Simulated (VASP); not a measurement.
Here is a VASP 6.6.1 calculation.

INCAR

```
SYSTEM = SnO2
  PREC = Accurate
  ENCUT = 520
  EDIFF = 1E-6
  ISMEAR = -1
  SIGMA = 0.05
  LREAL = .FALSE.
  LASPH = .TRUE.
  NELM = 80
  ALGO = Normal
  ISIF = 2
  LWAVE = .FALSE.
  LCHARG = .FALSE.
  GGA = PE
  IVDW = 13
  NBANDS = 64
```

File KPOINTS:

```
regular mesh
0
G
  4 4 4
  0 0 0
```

Contents of POSCAR:

```
SnO2
1.0
    5.1368735128      0.0000000000      0.0000000000
    0.0000000000      5.1368735128      0.0000000000
    0.0000000000      0.0000000000      5.1368735128
Sn O
4 8
Direct
    0.0000000000      0.0000000000      0.0000000000
    0.5000000000      0.0000000000      0.5000000000
    0.5000000000      0.5000000000      0.0000000000
    0.0000000000      0.5000000000      0.5000000000
    0.6601473724      0.8398526276      0.1601473724
    0.8398526276      0.1601473724      0.6601473724
    0.1601473724      0.6601473724      0.8398526276
    0.3398526276      0.3398526276      0.3398526276
    0.6601473724      0.6601473724      0.6601473724
    0.8398526276      0.3398526276      0.1601473724
    0.1601473724      0.8398526276      0.3398526276
    0.3398526276      0.1601473724      0.8398526276
```

Potentials or basis: VASP PAW PBE potentials, release 64 (Sn_d, O).

The run is started by

```console
$ cat potpaw_PBE.64/Sn_d/POTCAR potpaw_PBE.64/O/POTCAR > POTCAR
$ mpirun -np 1 vasp_std > vasp.out
```

Q: Predict the pressure.

A: 0.6 GPa.

Q: Predict the band gap on the k mesh.

A: 0.78 eV, indirect (least direct gap 0.83 eV).

Caveat: spin-orbit coupling is left out, which moves the levels of the heavy elements. A k mesh can miss the band edges.
